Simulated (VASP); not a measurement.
# CsBr (Pm-3m) in VASP: notebook, part 2 of 2

VASP 6.6.1. The steps go on from the part before.

## Step 3: Relaxation of cell and atoms, LDA

INCAR reads:

```
SYSTEM = CsBr
  PREC = Accurate
  ENCUT = 500
  EDIFF = 1E-7
  ISMEAR = -1
  SIGMA = 0.02
  LREAL = .FALSE.
  LASPH = .TRUE.
  NELM = 120
  ALGO = Normal
  ISIF = 3
  LWAVE = .FALSE.
  LCHARG = .FALSE.
  IBRION = 2
  NSW = 80
  EDIFFG = -0.005
  GGA_COMPAT = .FALSE.
  NELMIN = 4
```

KPOINTS reads:

```
Automatic mesh
0
G
  6 6 6
  0 0 0
```

POSCAR reads:

```
CsBr
1.0
    4.3893102064      0.0000000000      0.0000000000
    0.0000000000      4.3893102064      0.0000000000
    0.0000000000      0.0000000000      4.3893102064
Cs Br
1 1
Direct
    0.0000000000      0.0000000000      0.0000000000
    0.5000000000      0.5000000000      0.5000000000
```

Potentials or basis: VASP PAW LDA potentials, release 64 (Cs_sv, Br).

On the command line:

```sh
> cat potpaw_LDA.64/Cs_sv/POTCAR potpaw_LDA.64/Br/POTCAR > POTCAR
> mpirun -np 1 vasp_std > vasp.out
```

OUTCAR:

```text
SYSTEM = CsBr
   PREC = Accurate
   ENCUT = 500
   EDIFF = 1E-7
   ISMEAR = -1
   LREAL = .FALSE.
   LASPH = .TRUE.
   NELM = 120
   ISIF = 3
   IBRION = 2
   NSW = 80
   EDIFFG = -0.005
   NELMIN = 4

 ion  position               nearest neighbor table
   1  0.000  0.000  0.000-
   2  0.500  0.500  0.500-

  LATTYP: Found a simple cubic cell.
 ALAT       =     4.3893102064

  Lattice vectors:

 A1 = (   4.3893102064,   0.0000000000,   0.0000000000)
 A2 = (   0.0000000000,   4.3893102064,   0.0000000000)
 A3 = (   0.0000000000,   0.0000000000,   4.3893102064)

Analysis of symmetry for initial positions (statically):
=====================================================================
 Subroutine PRICEL returns:
 Original cell was already a primitive cell.

 Routine SETGRP: Setting up the symmetry group for a
 simple cubic supercell.

 Subroutine GETGRP returns: Found 48 space group operations
 (whereof 48 operations were pure point group operations)
 out of a pool of 48 trial point group operations.

The static configuration has the point symmetry O_h .

Analysis of symmetry for dynamics (positions and initial velocities):
=====================================================================
 Subroutine PRICEL returns:
 Original cell was already a primitive cell.

 Routine SETGRP: Setting up the symmetry group for a
 simple cubic supercell.
[... 155 lines left out ...]
 Fermi energy:        -0.2835928010

 k-point     1 :       0.0000    0.0000    0.0000
  band No.  band energies     occupation
      1     -20.5823      2.00000
      2     -13.0737      2.00000
      3      -7.1974      2.00000
      4      -7.1974      2.00000
      5      -7.1974      2.00000
      6      -0.7772      2.00000
      7      -0.7772      2.00000
      8      -0.7772      2.00000
      9       3.1180      0.00000
     10       3.9718      0.00000
     11       3.9718      0.00000
     12       8.0454      0.00000
[... 384 lines left out ...]
  FREE ENERGIE OF THE ION-ELECTRON SYSTEM (eV)
  ---------------------------------------------------
  free  energy   TOTEN  =        -6.7937184410 eV

  energy  without entropy=       -6.7937184409  energy(sigma->0) =       -6.79371844

[... ionic steps 4 to 14 ...]

--------------------------------------- Ionic step       15  -------------------------------------------

 number of electron      16.0000001 magnetization

------------------------ aborting loop because EDIFF is reached ----------------------------------------
[... 67 lines left out ...]
--------------------------------------- Ionic step       17  -------------------------------------------

 number of electron      16.0000001 magnetization

 Free energy of the ion-electron system (eV)
  ---------------------------------------------------
  ext. energy  EPLUGINS =         0.00000000
  ---------------------------------------------------
  free energy    TOTEN  =        -6.79409199 eV

  energy without entropy =       -6.79409199  energy(sigma->0) =       -6.79409199

 E-fermi :   0.5956     XC(G=0):  -8.8302

 val. band max:        0.1712894597   @ k =   0.0000   0.0000   0.0000
 cond. band min:       4.6828616798   @ k =   0.0000   0.0000   0.0000
 fundamental gap:      4.5115722201
 Fermi energy:         0.5955834519

 k-point     1 :       0.0000    0.0000    0.0000
  band No.  band energies     occupation
      1     -19.4784      2.00000
      2     -12.3842      2.00000
      3      -6.0196      2.00000
      4      -6.0196      2.00000
      5      -6.0196      2.00000
      6       0.1713      2.00000
      7       0.1713      2.00000
      8       0.1713      2.00000
      9       4.6829      0.00000
     10       4.6829      0.00000
     11       4.7035      0.00000
     12       9.4850      0.00000
[... 312 lines left out ...]
  FREE ENERGIE OF THE ION-ELECTRON SYSTEM (eV)
  ---------------------------------------------------
  free  energy   TOTEN  =        -6.7940919889 eV

  energy  without entropy=       -6.7940919889  energy(sigma->0) =       -6.79409199

 reached required accuracy - stopping structural energy minimisation
```

OSZICAR:

```text
N       E                     dE             d eps       ncg     rms          rms(c)
DAV:   1     0.921011687029E+02    0.92101E+02   -0.65594E+03   480   0.110E+03
DAV:   2     0.352397472332E+00   -0.91749E+02   -0.86717E+02   724   0.175E+02
DAV:   3    -0.687946023907E+01   -0.72319E+01   -0.71967E+01   596   0.563E+01
[... 118 lines left out ...]
DAV:   1    -0.679412871314E+01   -0.42136E-04   -0.68867E-04   484   0.168E-01    0.275E-02
DAV:   2    -0.679409884691E+01    0.29866E-04   -0.45637E-05   488   0.400E-02    0.111E-02
DAV:   3    -0.679409222741E+01    0.66195E-05   -0.20676E-05   484   0.270E-02    0.435E-03
DAV:   4    -0.679409200359E+01    0.22382E-06   -0.60409E-07   508   0.525E-03    0.149E-03
DAV:   5    -0.679409198889E+01    0.14700E-07   -0.60569E-08   248   0.166E-03
  17 F= -.67940920E+01 E0= -.67940920E+01  d E =-.146933E-04
```

Run time: 1.8 min. Hardware: 1 thread of Intel Xeon 8259CL, shared host; peak memory 0.17 GiB.

What came out:

| Property | Result |
| --- | --- |
| Free energy | -6.7941 eV |
| Relaxed volume | 35.69 Å³/atom |
| Relaxed cell | a = 4.148 Å, b = 4.148 Å, c = 4.148 Å, α = 90.00°, β = 90.00°, γ = 90.00° |
| Space group after relaxing (to 0.1 Å) | Pm-3m (No. 221) |
| Energy gained by relaxing | 56.8 meV/atom |
| Ionic steps | 17 |
| Pressure after relaxing | 0.0 GPa |
| Band gap on the k mesh | 4.51 eV |

The path:
```
step  energy change (eV)  largest force (eV/Å)  pressure (GPa)  volume (Å³)
   1              0.0000                0.0000           -2.31        84.56
   2             -0.0856                0.0000           -1.38        77.33
   3             -0.1133                0.0000           -0.19        71.99
   4             -0.1136                0.0000            0.04        71.23
   5             -0.1136                0.0000           -0.04        71.49
   6             -0.1136                0.0000           -0.04        71.48
   7             -0.1136                0.0000           -0.04        71.48
   8             -0.1136                0.0000           -0.04        71.48
   9             -0.1136                0.0000           -0.04        71.48
  10             -0.1136                0.0000           -0.04        71.48
  11             -0.1136                0.0000           -0.04        71.48
  12             -0.1136                0.0000           -0.04        71.47
  13             -0.1136                0.0000           -0.04        71.47
  14             -0.1136                0.0000           -0.04        71.47
  15             -0.1136                0.0000           -0.03        71.46
  16             -0.1137                0.0000           -0.03        71.43
  17             -0.1137                0.0000           -0.01        71.39
```

Final structure:
```
CELL_PARAMETERS angstrom
4.14833 0.00000 0.00000
0.00000 4.14833 0.00000
0.00000 0.00000 4.14833
ATOMIC_POSITIONS crystal
Cs 0.00000 0.00000 0.00000
Br 0.50000 0.50000 0.50000
```

Levels at points of the mesh, in eV from the valence-band top:
| k point | band 4 | band 5 | band 6 | band 7 | band 8 | band 9 | band 10 | band 11 | band 12 |
| --- | --- | --- | --- | --- | --- | --- | --- | --- | --- |
| (0.00, 0.00, 0.00) | -6.19 | -6.19 | 0.00 | 0.00 | 0.00 | 4.51 | 4.51 | 4.53 | 9.31 |
| (0.50, 0.00, 0.00) | -6.03 | -6.03 | -1.65 | -0.33 | -0.33 | 5.66 | 7.54 | 8.04 | 8.04 |
| (0.50, 0.50, 0.00) | -7.02 | -5.93 | -0.63 | -0.63 | -0.06 | 5.01 | 5.30 | 7.12 | 7.12 |
| (0.50, 0.50, 0.50) | -6.73 | -6.73 | -1.53 | -1.53 | -1.53 | 8.64 | 8.64 | 8.64 | 9.41 |

Caveat: the volume moved by over 15 % at a fixed basis, so the end points are rough; spin-orbit coupling is left out, which moves the levels of the heavy elements. A hybrid or GW would open this gap; LDA tends to underestimate it.

## Step 4: Relaxation of cell and atoms, r2SCAN

POSCAR is that of step 3.

INCAR.step1 reads:

```
PREC     = Accurate       # precision mode
ENCUT    = 550            # plane-wave cutoff, eV
ISMEAR   = -1             # smearing method
SIGMA    = 0.02           # smearing width, eV
LREAL    = False          # projectors in reciprocal space
LASPH    = True           # aspherical terms in the spheres
NELM     = 120            # most SCF steps
GGA      = PE             # functional
ALGO     = Normal         # electronic algorithm
EDIFF    = 1E-5           # SCF threshold, eV
LWAVE    = True           # write WAVECAR
LCHARG   = False          # write CHGCAR
GGA_COMPAT= False        
IBRION   = 2              # ionic algorithm
ISIF     = 3              # what is computed and relaxed
EDIFFG   = -0.005         # ionic threshold
NELMIN   = 4            
NSW      = 100            # ionic steps
```

INCAR.step2 reads:

```
PREC     = Accurate       # precision mode
ENCUT    = 550            # plane-wave cutoff, eV
EDIFF    = 1E-7           # SCF threshold, eV
ISMEAR   = -1             # smearing method
SIGMA    = 0.02           # smearing width, eV
LREAL    = False          # projectors in reciprocal space
LASPH    = True           # aspherical terms in the spheres
NELM     = 120            # most SCF steps
ALGO     = Normal         # electronic algorithm
ISIF     = 3              # what is computed and relaxed
LWAVE    = False          # write WAVECAR
LCHARG   = False          # write CHGCAR
METAGGA  = R2SCAN         # meta-GGA
LMIXTAU  = True         
IBRION   = 2              # ionic algorithm
NSW      = 80             # ionic steps
EDIFFG   = -0.005         # ionic threshold
ISTART   = 1            
GGA_COMPAT= False        
NELMIN   = 4
```

KPOINTS reads:

```
Automatic mesh
0
Gamma
  6 6 6
```

Potentials or basis: VASP PAW PBE potentials, release 64 (Cs_sv, Br).

On the command line:

```sh
> cat potpaw_PBE.64/Cs_sv/POTCAR potpaw_PBE.64/Br/POTCAR > POTCAR
> cp INCAR.step1 INCAR
> mpirun -np 1 vasp_std > vasp.out
> cp INCAR.step2 INCAR
> mpirun -np 1 vasp_std > vasp.out
```

Wall time 5.4 min (1 thread of Intel Xeon 8259CL, shared host); peak memory 0.24 GiB.

The run converged. Its results:

```yaml
Free_energy: -42.3258 eV
Relaxed_volume: 40.50 Å³/atom
Relaxed_cell: a = 4.327 Å, b = 4.327 Å, c = 4.327 Å, α = 90.00°, β = 90.00°, γ = 90.00°
Space_group_after_relaxing_to_0.1_Å: Pm-3m (No. 221)
Energy_gained_by_relaxing: 3.3 meV/atom
Ionic_steps: 4
Pressure_after_relaxing: 0.0 GPa
Band_gap_on_the_k_mesh: 5.16 eV (least direct gap 5.17 eV)
```

The path:
| step | energy change (eV) | largest force (eV/Å) | pressure (GPa) | volume (Å³) |
| --- | --- | --- | --- | --- |
| 1 | 0.0000 | 0.0000 | -0.59 | 84.56 |
| 2 | -0.0052 | 0.0000 | -0.29 | 82.69 |
| 3 | -0.0067 | 0.0000 | -0.04 | 81.22 |
| 4 | -0.0067 | 0.0000 | 0.01 | 81.01 |

Final structure:
```
Cs Br
1.0
     4.32691    0.00000    0.00000
     0.00000    4.32691    0.00000
     0.00000    0.00000    4.32691
Cs Br
1 1
Cartesian
  0.0000 0.0000 0.0000
  2.1635 2.1635 2.1635
```

Levels at points of the mesh, in eV from the valence-band top:
```tsv
k point	band 6	band 7	band 8	band 9	band 10	band 11
(0.00, 0.00, 0.00)	-0.01	-0.01	-0.01	5.16	5.43	5.43
(0.50, 0.00, 0.00)	-1.25	-0.19	-0.19	6.43	7.82	8.34
(0.50, 0.50, 0.00)	-0.58	-0.58	0.00	5.83	6.10	7.84
(0.50, 0.50, 0.50)	-1.12	-1.12	-1.12	8.87	8.87	8.87
```

Caveat: the PAW data sets were made with another functional, which shifts forces and pressure a little; spin-orbit coupling is left out, which moves the levels of the heavy elements. A k mesh can miss the band edges.

## Step 5: Summary

| level | potentials or basis | cutoff (eV) | gap on the mesh (eV) | pressure (GPa) | relaxed volume (Å³/atom) |
| --- | --- | --- | --- | --- | --- |
| PBEsol | VASP PAW PBE potentials, release 64 (Cs_sv, Br) | 500 | 4.42 | 0.0 | 38.30 |
| LDA | VASP PAW LDA potentials, release 64 (Cs_sv, Br) | 500 | 4.51 | 0.0 | 35.69 |
| r2SCAN | VASP PAW PBE potentials, release 64 (Cs_sv, Br) | 550 | 5.16 | 0.0 | 40.50 |

Alike in all rows: task relaxation of cell and atoms; no spin polarisation; cell relaxed; k mesh 6 × 6 × 6; smearing fermi-dirac 0.02 eV.

Caveats: spin-orbit coupling is left out, which moves the levels of the heavy elements; the PAW data sets were made with another functional, which shifts forces and pressure a little (at least some runs); the volume moved by over 15 % at a fixed basis, so the end points are rough (at least some runs).

Absolute energies hang on the potentials; compare differences alone.
